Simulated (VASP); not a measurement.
# Sb (P6_3/mmc) in VASP: further runs

Runs on Sb. Level: r2SCAN. Tasks: single point.

All numbers are computed with VASP 6.6.1; they aren't measurements. Logs are shortened: lines on timing, memory, paths and dates and some standing lists are left out, and cuts for length are marked.

**1. The cell of the first run**

The structure is hexagonal, space group P6_3/mmc (No. 194). The conventional cell has a = 3.349 Å, b = 3.349 Å, c = 5.570 Å, α = 90.00°, β = 90.00°, γ = 120.00°. Within 4.4 Å of Sb (site symmetry -6m2) lie 12 Sb at 3.35 to 3.39 Å.

**2. Single point, r2SCAN**

File POSCAR:

```
Sb
1.0
    3.3490885180      0.0000000000      0.0000000000
   -1.6745442590      2.9003957361      0.0000000000
    0.0000000000      0.0000000000      5.5698207608
Sb
2
Direct
    0.3333333333      0.6666666667      0.2500000000
    0.6666666667      0.3333333333      0.7500000000
```

File INCAR.step1:

```
PREC = Accurate ; ENCUT = 520
ISMEAR = -1 ; SIGMA = 0.1
LREAL = F ; LASPH = T
NELM = 80 ; NBANDS = 12
GGA = PE ; ALGO = Normal
EDIFF = 1E-4 ; LWAVE = T
LCHARG = F
```

File INCAR.step2:

```
PREC = Accurate ; ENCUT = 520
EDIFF = 1E-6 ; ISMEAR = -1
SIGMA = 0.1 ; LREAL = F
LASPH = T ; NELM = 80
ALGO = Normal ; ISIF = 2
LWAVE = F ; LCHARG = F
METAGGA = R2SCAN ; LMIXTAU = T
NBANDS = 12 ; ISTART = 1
```

File KPOINTS:

```
regular mesh
0
Gamma
  12 12 7
```

Potentials or basis: VASP PAW PBE potentials, release 64 (Sb).

On the command line:

```console
> cat potpaw_PBE.64/Sb/POTCAR > POTCAR
> cp INCAR.step1 INCAR
> mpirun -np 1 vasp_std > vasp.out
> cp INCAR.step2 INCAR
> mpirun -np 1 vasp_std > vasp.out
```

OUTCAR:

```text
PREC = Accurate
   ENCUT = 520
   EDIFF = 1E-6
   ISMEAR = -1
   LREAL = F
   LASPH = T
   NELM = 80
   ISIF = 2
   METAGGA = R2SCAN
   ISTART = 1

 ion  position               nearest neighbor table
   1  0.333  0.667  0.250-   2 3.39   2 3.39   2 3.39   2 3.39   2 3.39   2 3.39
   2  0.667  0.333  0.750-   1 3.39   1 3.39   1 3.39   1 3.39   1 3.39   1 3.39

  LATTYP: Found a hexagonal cell.
 ALAT       =     3.3490885180
 C/A-ratio  =     1.6630855622

  Lattice vectors:

 A1 = (   3.3490885180,   0.0000000000,   0.0000000000)
 A2 = (  -1.6745442590,   2.9003957361,   0.0000000000)
 A3 = (   0.0000000000,   0.0000000000,   5.5698207608)

Analysis of symmetry for initial positions (statically):
=====================================================================
 Subroutine PRICEL returns:
 Original cell was already a primitive cell.

 Routine SETGRP: Setting up the symmetry group for a
 hexagonal supercell.

 Subroutine GETGRP returns: Found 24 space group operations
 (whereof 12 operations were pure point group operations)
 out of a pool of 24 trial point group operations.

The static configuration has the point symmetry D_3d.
 The point group associated with its full space group is D_6h.

Analysis of symmetry for dynamics (positions and initial velocities):
=====================================================================
 Subroutine PRICEL returns:
 Original cell was already a primitive cell.

 Routine SETGRP: Setting up the symmetry group for a
 hexagonal supercell.

 Subroutine GETGRP returns: Found 24 space group operations
 (whereof 12 operations were pure point group operations)
 out of a pool of 24 trial point group operations.

The dynamic configuration has the point symmetry D_3d.
 The point group associated with its full space group is D_6h.

 Subroutine INISYM returns: Found 24 space group operations
 (whereof 12 operations are pure point group operations),
 and found     1 'primitive' translations

----------------------------------------------------------------------------------------

                                     Primitive cell

  volume of cell :      54.1035

  direct lattice vectors                    reciprocal lattice vectors
     3.349088518  0.000000000  0.000000000     0.298588704  0.172390269  0.000000000
    -1.674544259  2.900395736  0.000000000     0.000000000  0.344780537  0.000000000
     0.000000000  0.000000000  5.569820761     0.000000000  0.000000000  0.179538991

  length of vectors
     3.349088518  3.349088518  5.569820761     0.344780537  0.344780537  0.179538991

  position of ions in fractional coordinates (direct lattice)
     0.333333333  0.666666667  0.250000000
     0.666666667  0.333333333  0.750000000

  ion indices of the primitive-cell ions
   primitive index   ion index
                 1           1
                 2           2

----------------------------------------------------------------------------------------

 KPOINTS: regular mesh

Automatic generation of k-mesh.
 Grid dimensions read from file:
 generate k-points for:   12   12    7

 Generating k-lattice:

  Cartesian coordinates                     Fractional coordinates (reciprocal lattice)
     0.024882392  0.014365856  0.000000000     0.083333333  0.000000000  0.000000000
     0.000000000  0.028731711  0.000000000     0.000000000  0.083333333  0.000000000
     0.000000000  0.000000000  0.025648427     0.000000000  0.000000000  0.142857143

  Length of vectors
     0.028731711  0.028731711  0.025648427

  Shift w.r.t. Gamma in fractional coordinates (k-lattice)
     0.000000000  0.000000000  0.000000000

 Subroutine IBZKPT returns following result:
 ===========================================

 Found     76 irreducible k-points:

 Following reciprocal coordinates:
            Coordinates               Weight
  0.000000  0.000000  0.000000      1.000000
  0.083333 -0.000000  0.000000      6.000000
  0.166667 -0.000000  0.000000      6.000000
  0.250000 -0.000000  0.000000      6.000000
  0.333333  0.000000  0.000000      6.000000
  0.416667 -0.000000  0.000000      6.000000
[... 16 lines left out ...]
  0.250000 -0.000000  0.142857     12.000000
  0.333333  0.000000  0.142857     12.000000
 [... further k-points ...]
   k-points           NKPTS =     76   k-points in BZ     NKDIM =     76   number of bands    NBANDS=     12
   number of dos      NEDOS =    301   number of ions     NIONS =      2
   total plane-waves  NPLWV =  32928
   dimension x,y,z NGX =    28 NGY =   28 NGZ =   42
   dimension x,y,z NGXF=    56 NGYF=   56 NGZF=   84
   ions per type =               2
   NGX,Y,Z   is equivalent  to a cutoff of  13.90, 13.90, 12.54 a.u.
   NGXF,Y,Z  is equivalent  to a cutoff of  27.80, 27.80, 25.07 a.u.
 SYSTEM =  unknown system
   PREC   = accura    normal or accurate (medium, high low for compatibility)
   ISTART =      1    job   : 0-new  1-cont  2-samecut
   ICHARG =      0    charge: 1-file 2-atom 10-const
   ISPIN  =      1    spin polarized calculation?
   LNONCOLLINEAR =      F non collinear calculations
   LSORBIT =      F    spin-orbit coupling
   LASPH  =      T    aspherical Exc in radial PAW
   ENCUT  =  520.0 eV  38.22 Ry    6.18 a.u.   6.23  6.23 10.36*2*pi/ulx,y,z
   NELM   =     80;   NELMIN=  2; NELMDL=  0     # of ELM steps
   EDIFF  = 0.1E-05   stopping-criterion for ELM
   LREAL  =      F    real-space projection
   EDIFFG = 0.1E-04   stopping-criterion for IOM
   NSW    =      0    number of steps for IOM
   IBRION =     -1    ionic relax: 0-MD 1-quasi-New 2-CG
   NFREE  =      0    steps in history (QN), initial steepest desc. (CG)
   ISIF   =      2    stress and relaxation
   ISYM   =      2    0-nonsym 1-usesym 2-fastsym
   POTIM  = 0.5000    time-step for ionic-motion
   TEBEG  =    0.0;   TEEND  =   0.0 temperature during run
   PSTRESS=    0.0 pullay stress
   NELECT =      10.0000    total number of electrons
   NUPDOWN=      -1.0000    fix difference up-down
   EMIN   =  10.00;   EMAX   =-10.00  energy-range for DOS
   EFERMI =   0.00;   METHOD = LEGACY
   ISMEAR =    -1;   SIGMA  =   0.10  broadening in eV -4-tet -1-fermi 0-gaus
   EFERMI_NEDOS =   21; number of points for ismear=-14 and -15
   IALGO  =     38    algorithm
   IMIX   =      4    mixing-type and parameters
     AMIX     =   0.40;   BMIX     =  1.00
     AMIX_MAG =   1.60;   BMIX_MAG =  1.00
  volume/ion in A,a.u.               =      27.05       182.55
  Fermi-wavevector in a.u.,A,eV,Ry     =   0.932538  1.762241 11.831991  0.869627
  Thomas-Fermi vector in A             =   2.059146
   LORBIT       =      0    0 simple, 1 ext, 2 COOP (PROOUT), +10 PAW based schemes
   METAGGA = R2SCAN    functional components
   LHFCALC =     F    Hartree Fock is set to
   AEXX    =    0.0000 exact exchange contribution
   IVDW    =     0    specifies the selected vdW correction
   LEPSILON=     F    determine dielectric tensor
   LRPA    =     F    only Hartree local field effects (RPA)
 non-spin polarized calculation
  energy-cutoff  :      520.00
  volume of cell :       54.10
 maximum number of plane-waves:      1484
 NGX is ok and might be reduce to    28
   NGX = 13   NGY = 13   NGZ = 21

 number of electron      10.0000000 magnetization

 Free energy of the ion-electron system (eV)
  ---------------------------------------------------
  ext. energy  EPLUGINS =         0.00000000
  ---------------------------------------------------
  free energy    TOTEN  =       -50.57022737 eV

  energy without entropy =      -50.52618958  energy(sigma->0) =      -50.54820848

 E-fermi :   8.4202     XC(G=0): -10.8005

 val. band max:        8.3521244253   @ k =   0.4167   0.1667   0.0000
 cond. band min:       8.4359051427   @ k =   0.3333   0.2500   0.0000
 fundamental gap:      0.0837807174
 Fermi energy:         8.4202010068

 k-point     1 :       0.0000    0.0000    0.0000
  band No.  band energies     occupation
      1      -5.1328      2.00000
      2      -1.3223      2.00000
      3       2.2632      2.00000
      4      12.3539      0.00000
      5      12.3539      0.00000
      6      13.7885      0.00000
      7      14.0185      0.00000
      8      14.0185      0.00000
      9      16.9138      0.00000
     10      17.8446      0.00000
     11      18.9225      0.00000
     12      18.9225      0.00000

 k-point     2 :       0.0833   -0.0000    0.0000
  band No.  band energies     occupation
      1      -5.0018      2.00000
      2      -1.2044      2.00000
      3       2.3984      2.00000
      4      11.0835      0.00000
      5      11.8642      0.00000
      6      13.3228      0.00000
      7      13.6929      0.00000
      8      14.0877      0.00000
      9      17.0430      0.00000
     10      17.9149      0.00000
     11      18.9042      0.00000
     12      19.0116      0.00000

 k-point     3 :       0.1667   -0.0000    0.0000
  band No.  band energies     occupation
      1      -4.6102      2.00000
      2      -0.8575      2.00000
      3       2.8005      2.00000
      4       8.8239      0.03468
      5      10.9729      0.00000
      6      11.6776      0.00000
      7      13.2397      0.00000
      8      13.8186      0.00000
      9      15.6771      0.00000
     10      17.8785      0.00000
     11      18.7372      0.00000
     12      19.1099      0.00000
[... 286 lines left out ...]
 k-point    23 :       0.2500   -0.0000    0.1429
  band No.  band energies     occupation
      1      -3.8618      2.00000
      2      -0.7311      2.00000
      3       4.0381      2.00000
      4       6.7036      2.00000
      5       9.2989      0.00031
      6      10.2322      0.00000
      7      12.1134      0.00000
      8      12.9822      0.00000
      9      14.7219      0.00000
     10      16.4733      0.00000
     11      17.5087      0.00000
     12      19.3318      0.00000

 k-point    24 :       0.3333    0.0000    0.1429
  band No.  band energies     occupation
      1      -2.9814      2.00000
      2      -0.0381      2.00000
      3       4.2477      2.00000
      4       5.3734      2.00000
      5       7.2957      1.99997
      6       9.5794      0.00002
      7      10.9886      0.00000
      8      12.4183      0.00000
      9      13.9975      0.00000
     10      16.0139      0.00000
     11      17.3458      0.00000
     12      18.8754      0.00000

 [... further k-points ...]

------------------------ aborting loop because EDIFF is reached ----------------------------------------

  FORCE on cell =-STRESS in cart. coord.  units (eV):
  Direction    XX          YY          ZZ          XY          YZ          ZX
  --------------------------------------------------------------------------------------
  -------------------------------------------------------------------------------------
  Total        0.1173456      0.1173456     -0.0630050     -0.0000000      0.0000000      0.0000000
  in kB        3.4749790      3.4749790     -1.8657794     -0.0000000      0.0000000      0.0000000
  external PRESSURE =       1.6947262 kB  Pullay stress =       0.0000000 kB

 VOLUME and BASIS-vectors are now :
 -----------------------------------------------------------------------------
  energy-cutoff  :      520.00
  volume of cell :       54.10
      direct lattice vectors                 reciprocal lattice vectors
     3.349088518  0.000000000  0.000000000     0.298588704  0.172390269  0.000000000
    -1.674544259  2.900395736  0.000000000     0.000000000  0.344780537  0.000000000
     0.000000000  0.000000000  5.569820761     0.000000000  0.000000000  0.179538991

 POSITION                                       TOTAL-FORCE (eV/Angst)
 -----------------------------------------------------------------------------------
     -0.00000      1.93360      1.39246         0.000000     -0.000000      0.000000
      1.67454      0.96680      4.17737        -0.000000      0.000000      0.000000
 -----------------------------------------------------------------------------------
    total drift:                               -0.000000      0.000000      0.000000

  FREE ENERGIE OF THE ION-ELECTRON SYSTEM (eV)
  ---------------------------------------------------
  free  energy   TOTEN  =       -50.5702273740 eV

  energy  without entropy=      -50.5261895815  energy(sigma->0) =      -50.54820848
```

It took 2.4 min on 1 thread of Intel Xeon Platinum 8488C (Sapphire Rapids), shared host; peak memory 0.2 GiB.

Results:

```yaml
Free_energy: -50.5702 eV
Pressure: 0.2 GPa
Band_gap_on_the_k_mesh: zero (band 5 reaches 12.98 eV, above the bottom of band 6 at 5.34 eV)
```

Levels at points of the mesh, in eV from the Fermi level:
| k point | band 1 | band 2 | band 3 | band 4 | band 5 | band 6 | band 7 | band 8 | band 9 | band 10 |
| --- | --- | --- | --- | --- | --- | --- | --- | --- | --- | --- |
| (0.00, 0.00, 0.00) | -13.55 | -9.74 | -6.16 | 3.93 | 3.93 | 5.37 | 5.60 | 5.60 | 8.49 | 9.42 |
| (0.50, 0.00, 0.00) | -9.70 | -8.35 | -4.62 | -3.43 | -2.42 | -0.09 | 0.50 | 3.77 | 4.89 | 8.08 |

Caveat: the PAW data sets were made with another functional, which shifts forces and pressure a little; spin-orbit coupling is left out, which moves the levels of the heavy elements.

**3. Single point, r2SCAN (volume scaled by 1.04)**

File POSCAR:

```
Sb
1.0
    3.3931605262      0.0000000000      0.0000000000
   -1.6965802631      2.9385632148      0.0000000000
    0.0000000000      0.0000000000      5.6431162814
Sb
2
Direct
    0.3333333333      0.6666666667      0.2500000000
    0.6666666667      0.3333333333      0.7500000000
```

File INCAR.step1:

```
SYSTEM = Sb
ALGO = Normal
EDIFF = 1E-4
ENCUT = 520
GGA = PE
ISMEAR = -1
LASPH = .TRUE.
LCHARG = .FALSE.
LREAL = .FALSE.
LWAVE = .TRUE.
NBANDS = 12
NELM = 80
PREC = Accurate
SIGMA = 0.1
```

File INCAR.step2:

```
SYSTEM = Sb
ALGO = Normal
EDIFF = 1E-6
ENCUT = 520
ISIF = 2
ISMEAR = -1
ISTART = 1
LASPH = .TRUE.
LCHARG = .FALSE.
LMIXTAU = .TRUE.
LREAL = .FALSE.
LWAVE = .FALSE.
METAGGA = R2SCAN
NBANDS = 12
NELM = 80
PREC = Accurate
SIGMA = 0.1
```

File KPOINTS:

```
k-points
0
G
  12 12 7
  0 0 0
```

Potentials or basis: VASP PAW PBE potentials, release 64 (Sb).

On the command line:

```console
> cat potpaw_PBE.64/Sb/POTCAR > POTCAR
> cp INCAR.step1 INCAR
> mpirun -np 1 vasp_std > vasp.out
> cp INCAR.step2 INCAR
> mpirun -np 1 vasp_std > vasp.out
```

Wall time 2.5 min (1 thread of Intel Xeon Platinum 8488C (Sapphire Rapids), shared host); peak memory 0.21 GiB.

Results (log left out):

* Free energy: -50.5569 eV
* Pressure: -2.1 GPa
* Band gap on the k mesh: zero (band 5 reaches 12.24 eV, above the bottom of band 6 at 4.98 eV)

Levels at points of the mesh, in eV from the Fermi level:
```tsv
k point	band 3	band 4	band 5	band 6	band 7	band 8
(0.00, 0.00, 0.00)	-5.88	3.74	3.74	5.08	5.32	5.32
(0.50, 0.00, 0.00)	-4.52	-3.31	-2.29	-0.02	0.49	3.58
```

Caveat: the PAW data sets were made with another functional, which shifts forces and pressure a little; spin-orbit coupling is left out, which moves the levels of the heavy elements.
